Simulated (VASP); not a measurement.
Input of a VASP 6.6.1 run:

The input INCAR:

```
PREC = Accurate
ENCUT = 520
EDIFF = 1E-6
ISMEAR = 0
SIGMA = 0.1
LREAL = F
LASPH = T
NELM = 80
ALGO = Fast
ISIF = 2
LWAVE = F
LCHARG = F
LDIPOL = T
IDIPOL = 3
DIPOL = 0.5 0.5 0.500
GGA = PS
NBANDS = 78
ISYM = 0
```

Contents of KPOINTS:

```
regular mesh
0
Gamma
  14 8 1
```

File POSCAR:

```
Cu
1.0
    2.5205910259      0.0000000000      0.0000000000
   -1.2602955130      4.6594847538      0.0000000000
    0.0000000000      0.0000000000     26.2497401493
Cu
12
Direct
    0.4512519579      0.9005157364      0.2926425579
    0.7836785747      0.5642344619      0.3453030187
    0.0574416952      0.1138940256      0.3607003859
    0.3929194295      0.7831531717      0.4202076020
    0.6610837998      0.3226855389      0.4328623388
    1.0009060635      0.9997526988      0.4936212115
    0.2672653147      0.5365905059      0.5063789131
    0.6070878090      0.2136577255      0.5671377600
    0.8752521604      0.7531900262      0.5797923891
    0.2107300282      0.4224492135      0.6392996521
    0.4844927642      0.9721081133      0.6546967901
    0.8169204512      0.6358288786      0.7073573809
```

Potentials or basis: VASP PAW PBE potentials, release 64 (Cu).

Launch:

```sh
$ cat potpaw_PBE.64/Cu/POTCAR > POTCAR
$ mpirun -np 1 vasp_std > vasp.out
```

Question: Predict the band gap on the k mesh.

Answer: Zero (bands 66 and 67 overlap by 3.20 eV).

Question: What does it give for the largest force?

Answer: 0.043 eV/Å.

Forces on the atoms (eV/Å):
```
Cu   0.000  0.013 -0.040
Cu   0.000 -0.012 -0.013
Cu   0.000  0.010  0.000
Cu  -0.001 -0.007 -0.006
Cu   0.000  0.004 -0.001
Cu  -0.001 -0.001  0.006
Cu   0.001  0.000 -0.006
Cu  -0.001 -0.003  0.002
Cu   0.001  0.008  0.006
Cu   0.000 -0.009  0.000
Cu   0.000  0.012  0.014
Cu   0.000 -0.014  0.040
```

Caveat: the PAW data sets were made with another functional, which shifts forces and pressure a little.
